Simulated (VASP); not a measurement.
# AlCu3 (Fm-3m) in VASP: relaxation of cell and atoms with r2SCAN

Aim: the relaxation of cell and atoms of AlCu3 with r2SCAN.

Everything below comes from runs of VASP 6.6.1. Logs are shortened: lines on timing, memory, paths and dates and some standing lists are left out, and cuts for length are marked.

## (1) The cell of the first run

It takes space group Fm-3m (No. 225, cubic). The conventional cell has a = 5.819 Å, b = 5.819 Å, c = 5.819 Å, α = 90.00°, β = 90.00°, γ = 90.00°. Within 3.3 Å of Al (site symmetry m-3m) lie 14 Cu at 2.52 to 2.91 Å. Within 3.3 Å of Cu (site symmetry m-3m) lie 8 Cu at 2.52 Å and 6 Al at 2.91 Å. Cu (site symmetry -43m) has 4 Al at 2.52 Å and 10 Cu at 2.52 to 2.91 Å within 3.3 Å.

## (2) Relaxation of cell and atoms, r2SCAN, target pressure -2 GPa, at which the enthalpy is minimised

POSCAR

```
AlCu3
1.0
    0.0000000000      2.9092935110      2.9092935110
    2.9092935110      0.0000000000      2.9092935110
    2.9092935110      2.9092935110      0.0000000000
Al Cu
1 3
Direct
    0.0000000000      0.0000000000      0.0000000000
    0.5000000000      0.5000000000      0.5000000000
    0.2500000000      0.2500000000      0.2500000000
    0.7500000000      0.7500000000      0.7500000000
```

INCAR.step1

```
PREC = Accurate ; ENCUT = 600
ISMEAR = 0 ; SIGMA = 0.1
LREAL = False ; LASPH = True
NELM = 80 ; GGA = PE
ALGO = Normal ; EDIFF = 1E-4
LWAVE = True ; LCHARG = False
```

INCAR.step2

```
PREC = Accurate ; ENCUT = 600
EDIFF = 1E-6 ; ISMEAR = 0
SIGMA = 0.1 ; LREAL = False
LASPH = True ; NELM = 80
ALGO = Normal ; ISIF = 3
LWAVE = False ; LCHARG = False
METAGGA = R2SCAN ; LMIXTAU = True
IBRION = 2 ; NSW = 70
EDIFFG = -0.008 ; PSTRESS = -20.0
ISTART = 1
```

KPOINTS

```
regular mesh
0
Gamma
  12 12 12
```

Potentials or basis: VASP PAW PBE potentials, release 64 (Al, Cu).

On the command line:

```bash
cat potpaw_PBE.64/Al/POTCAR potpaw_PBE.64/Cu/POTCAR > POTCAR
cp INCAR.step1 INCAR
mpirun -np 1 vasp_std > vasp.out
cp INCAR.step2 INCAR
mpirun -np 1 vasp_std > vasp.out
```

OUTCAR:

```text
PREC = Accurate
   ENCUT = 600
   EDIFF = 1E-6
   ISMEAR = 0
   LREAL = False
   LASPH = True
   NELM = 80
   ISIF = 3
   METAGGA = R2SCAN
   IBRION = 2
   NSW = 70
   EDIFFG = -0.008
   PSTRESS = -20.0
   ISTART = 1

 ion  position               nearest neighbor table
   1  0.000  0.000  0.000-   3 2.52   4 2.52   4 2.52   4 2.52   4 2.52   3 2.52   3 2.52   3 2.52
                             2 2.91   2 2.91   2 2.91   2 2.91   2 2.91   2 2.91
   2  0.500  0.500  0.500-   3 2.52   4 2.52   3 2.52   3 2.52   3 2.52   4 2.52   4 2.52   4 2.52
                             1 2.91   1 2.91   1 2.91   1 2.91   1 2.91   1 2.91
   3  0.250  0.250  0.250-   1 2.52   2 2.52   1 2.52   1 2.52   1 2.52   2 2.52   2 2.52   2 2.52

   4  0.750  0.750  0.750-   1 2.52   2 2.52   2 2.52   2 2.52   2 2.52   1 2.52   1 2.52   1 2.52

  LATTYP: Found a face centered cubic cell.
 ALAT       =     5.8185870220

  Lattice vectors:

 A1 = (   0.0000000000,   2.9092935110,   2.9092935110)
 A2 = (   2.9092935110,   0.0000000000,   2.9092935110)
 A3 = (   2.9092935110,   2.9092935110,   0.0000000000)

Analysis of symmetry for initial positions (statically):
=====================================================================
 Subroutine PRICEL returns:
 Original cell was already a primitive cell.

 Routine SETGRP: Setting up the symmetry group for a
 face centered cubic supercell.

 Subroutine GETGRP returns: Found 48 space group operations
 (whereof 48 operations were pure point group operations)
 out of a pool of 48 trial point group operations.

The static configuration has the point symmetry O_h .

Analysis of symmetry for dynamics (positions and initial velocities):
=====================================================================
 Subroutine PRICEL returns:
 Original cell was already a primitive cell.

 Routine SETGRP: Setting up the symmetry group for a
 face centered cubic supercell.

 Subroutine GETGRP returns: Found 48 space group operations
 (whereof 48 operations were pure point group operations)
 out of a pool of 48 trial point group operations.

The dynamic configuration has the point symmetry O_h .

 Subroutine INISYM returns: Found 48 space group operations
 (whereof 48 operations are pure point group operations),
 and found     1 'primitive' translations

----------------------------------------------------------------------------------------

                                     Primitive cell

  volume of cell :      49.2485

  direct lattice vectors                    reciprocal lattice vectors
     0.000000000  2.909293511  2.909293511    -0.171863031  0.171863031  0.171863031
     2.909293511  0.000000000  2.909293511     0.171863031 -0.171863031  0.171863031
     2.909293511  2.909293511  0.000000000     0.171863031  0.171863031 -0.171863031

  length of vectors
     4.114362340  4.114362340  4.114362340     0.297675501  0.297675501  0.297675501

  position of ions in fractional coordinates (direct lattice)
     0.000000000  0.000000000  0.000000000
     0.500000000  0.500000000  0.500000000
     0.250000000  0.250000000  0.250000000
     0.750000000  0.750000000  0.750000000

  ion indices of the primitive-cell ions
   primitive index   ion index
                 1           1
                 2           2
                 3           3
                 4           4

----------------------------------------------------------------------------------------

 KPOINTS: regular mesh

Automatic generation of k-mesh.
 Grid dimensions read from file:
 generate k-points for:   12   12   12

 Generating k-lattice:

  Cartesian coordinates                     Fractional coordinates (reciprocal lattice)
    -0.014321919  0.014321919  0.014321919     0.083333333  0.000000000  0.000000000
     0.014321919 -0.014321919  0.014321919     0.000000000  0.083333333  0.000000000
     0.014321919  0.014321919 -0.014321919     0.000000000  0.000000000  0.083333333

  Length of vectors
     0.024806292  0.024806292  0.024806292

  Shift w.r.t. Gamma in fractional coordinates (k-lattice)
     0.000000000  0.000000000  0.000000000

 Subroutine IBZKPT returns following result:
 ===========================================

 Found     72 irreducible k-points:

 Following reciprocal coordinates:
            Coordinates               Weight
  0.000000  0.000000  0.000000      1.000000
  0.083333  0.000000  0.000000      8.000000
  0.166667  0.000000  0.000000      8.000000
  0.250000  0.000000  0.000000      8.000000
  0.333333  0.000000  0.000000      8.000000
  0.416667  0.000000  0.000000      8.000000
[... 16 lines left out ...]
  0.500000  0.166667  0.000000     24.000000
 -0.416667  0.166667  0.000000     24.000000
 [... further k-points ...]
   k-points           NKPTS =     72   k-points in BZ     NKDIM =     72   number of bands    NBANDS=     22
   number of dos      NEDOS =    301   number of ions     NIONS =      4
   total plane-waves  NPLWV =  46656
   dimension x,y,z NGX =    36 NGY =   36 NGZ =   36
   dimension x,y,z NGXF=    72 NGYF=   72 NGZF=   72
   ions per type =               1   3
   NGX,Y,Z   is equivalent  to a cutoff of  14.55, 14.55, 14.55 a.u.
   NGXF,Y,Z  is equivalent  to a cutoff of  29.09, 29.09, 29.09 a.u.
 SYSTEM =  unknown system
   PREC   = accura    normal or accurate (medium, high low for compatibility)
   ISTART =      1    job   : 0-new  1-cont  2-samecut
   ICHARG =      0    charge: 1-file 2-atom 10-const
   ISPIN  =      1    spin polarized calculation?
   LNONCOLLINEAR =      F non collinear calculations
   LSORBIT =      F    spin-orbit coupling
   LASPH  =      T    aspherical Exc in radial PAW
   ENCUT  =  600.0 eV  44.10 Ry    6.64 a.u.   8.22  8.22  8.22*2*pi/ulx,y,z
   NELM   =     80;   NELMIN=  2; NELMDL=  0     # of ELM steps
   EDIFF  = 0.1E-05   stopping-criterion for ELM
   LREAL  =      F    real-space projection
   EDIFFG = -.8E-02   stopping-criterion for IOM
   NSW    =     70    number of steps for IOM
   IBRION =      2    ionic relax: 0-MD 1-quasi-New 2-CG
   NFREE  =      1    steps in history (QN), initial steepest desc. (CG)
   ISIF   =      3    stress and relaxation
   ISYM   =      2    0-nonsym 1-usesym 2-fastsym
   POTIM  = 0.5000    time-step for ionic-motion
   TEBEG  =    0.0;   TEEND  =   0.0 temperature during run
   PSTRESS=  -20.0 pullay stress
   NELECT =      36.0000    total number of electrons
   NUPDOWN=      -1.0000    fix difference up-down
   EMIN   =  10.00;   EMAX   =-10.00  energy-range for DOS
   EFERMI =   0.00;   METHOD = LEGACY
   ISMEAR =     0;   SIGMA  =   0.10  broadening in eV -4-tet -1-fermi 0-gaus
   EFERMI_NEDOS =   21; number of points for ismear=-14 and -15
   IALGO  =     38    algorithm
   IMIX   =      4    mixing-type and parameters
     AMIX     =   0.40;   BMIX     =  1.00
     AMIX_MAG =   1.60;   BMIX_MAG =  1.00
  volume/ion in A,a.u.               =      12.31        83.09
  Fermi-wavevector in a.u.,A,eV,Ry     =   1.474726  2.786829 29.590196  2.174818
  Thomas-Fermi vector in A             =   2.589462
   LORBIT       =      0    0 simple, 1 ext, 2 COOP (PROOUT), +10 PAW based schemes
   METAGGA = R2SCAN    functional components
   LHFCALC =     F    Hartree Fock is set to
   AEXX    =    0.0000 exact exchange contribution
   IVDW    =     0    specifies the selected vdW correction
   LEPSILON=     F    determine dielectric tensor
   LRPA    =     F    only Hartree local field effects (RPA)
 conjugate gradient relaxation of ions
 non-spin polarized calculation
 Gauss-broadening in eV      SIGMA  =   0.10
  energy-cutoff  :      600.00
  volume of cell :       49.25
 maximum number of plane-waves:      1676
 NGX is ok and might be reduce to    36
   NGX = 17   NGY = 17   NGZ = 17

--------------------------------------- Ionic step        1  -------------------------------------------

 number of electron      36.0000025 magnetization

 Free energy of the ion-electron system (eV)
  ---------------------------------------------------
  ext. energy  EPLUGINS =         0.00000000
  ---------------------------------------------------
  free energy    TOTEN  =       -39.95095601 eV

  energy without entropy =      -39.94619310  energy(sigma->0) =      -39.94857455

------------------------ aborting loop because EDIFF is reached ----------------------------------------

  FORCE on cell =-STRESS in cart. coord.  units (eV):
  Direction    XX          YY          ZZ          XY          YZ          ZX
  --------------------------------------------------------------------------------------
  -------------------------------------------------------------------------------------
  Total       -0.7631248     -0.7631248     -0.7631248     -0.0000000     -0.0000000      0.0000000
  in kB      -24.8263894    -24.8263894    -24.8263894     -0.0000000     -0.0000000      0.0000000
  external PRESSURE =      -4.8263894 kB  Pullay stress =     -20.0000000 kB
[... 65 lines left out ...]
  enthalpy is  TOTEN    =       -40.5658980741 eV   P V=       -0.6114750300

--------------------------------------- Ionic step        3  -------------------------------------------

 number of electron      36.0000025 magnetization

 Free energy of the ion-electron system (eV)
  ---------------------------------------------------
  ext. energy  EPLUGINS =         0.00000000
  ---------------------------------------------------
  free energy    TOTEN  =       -39.95334781 eV

  energy without entropy =      -39.94858348  energy(sigma->0) =      -39.95096565

 E-fermi :   8.2607     XC(G=0): -13.2410

 val. band max:        8.2248046729   @ k =   0.3333   0.2500   0.0833
 cond. band min:       8.2611398939   @ k =  -0.1667   0.1667   0.0000
 fundamental gap:      0.0363352209
 Fermi energy:         8.2607363176

 k-point     1 :       0.0000    0.0000    0.0000
  band No.  band energies     occupation
      1      -2.6614      2.00000
      2       3.4897      2.00000
      3       3.4897      2.00000
      4       3.5734      2.00000
      5       3.5734      2.00000
      6       3.5734      2.00000
[... 574 lines left out ...]
      6       4.1386      2.00000
[... 14 lines left out ...]
     21      13.5032      0.00000
     22      14.3182      0.00000

 [... further k-points ...]
[... 5 lines left out ...]
  --------------------------------------------------------------------------------------
  -------------------------------------------------------------------------------------
  Total       -0.5865971     -0.5865971     -0.5865971      0.0000000      0.0000000     -0.0000000
  in kB      -19.1500435    -19.1500435    -19.1500435      0.0000000      0.0000000     -0.0000000
  external PRESSURE =       0.8499565 kB  Pullay stress =     -20.0000000 kB
[... 19 lines left out ...]
  FREE ENERGIE OF THE ION-ELECTRON SYSTEM (eV)
  ---------------------------------------------------
  free  energy   TOTEN  =       -39.9533478111 eV

  energy  without entropy=      -39.9485834790  energy(sigma->0) =      -39.95096565

  enthalpy is  TOTEN    =       -40.5659804549 eV   P V=       -0.6126326438

 reached required accuracy - stopping structural energy minimisation
```

Run time: 7.3 min. Hardware: 1 thread of Intel Xeon 6975P-C (Granite Rapids), shared host; peak memory 0.27 GiB.

What came out:

```
Free energy                                                : -39.9533 eV
Relaxed volume                                             : 12.27 Å³/atom
Relaxed cell                                               : a = 4.110 Å, b = 4.110 Å, c = 4.110 Å, α = 60.00°, β = 60.00°, γ = 60.00°
Space group after relaxing (to 0.1 Å)                      : Fm-3m (No. 225)
Energy change on relaxing (the run minimises the enthalpy) : -0.6 meV/atom
Ionic steps                                                : 3
Pressure after relaxing                                    : -1.9 GPa
Band gap on the k mesh                                     : zero (bands 18 and 19 overlap by 6.05 eV)
```

Step by step:
```
step  energy change (eV)  largest force (eV/Å)  pressure (GPa)  volume (Å³)
   1              0.0000                0.0000           -2.48        49.25
   2             -0.0035                0.0000           -1.53        48.98
   3             -0.0024                0.0000           -1.92        49.08
```

Final structure:
```xyz
4
Lattice="0.0000 2.9059 2.9059 2.9059 0.0000 2.9059 2.9059 2.9059 0.0000" Properties=species:S:1:pos:R:3 pbc="T T T"
Al    0.0000    0.0000    0.0000
Cu    2.9059    2.9059    2.9059
Cu    1.4530    1.4530    1.4530
Cu    4.3589    4.3589    4.3589
```

Levels at points of the mesh, in eV from the Fermi level:
```tsv
k point	band 15	band 16	band 17	band 18	band 19	band 20	band 21	band 22
(0.00, 0.00, 0.00)	-2.54	-2.54	3.90	3.90	3.90	4.27	4.27	4.27
(0.50, 0.00, 0.00)	-2.48	-2.48	-2.20	2.81	2.81	3.00	3.00	3.98
(0.50, 0.50, 0.00)	-2.39	-2.35	-2.20	-2.20	-2.15	2.12	2.51	11.39
```

Caveat: the cell is relaxed towards a set pressure, so the run minimises the enthalpy, not the energy; the PAW data sets were made with another functional, which shifts forces and pressure a little.

The gap in the log of VASP goes by the Fermi energy; the results here count the filled bands.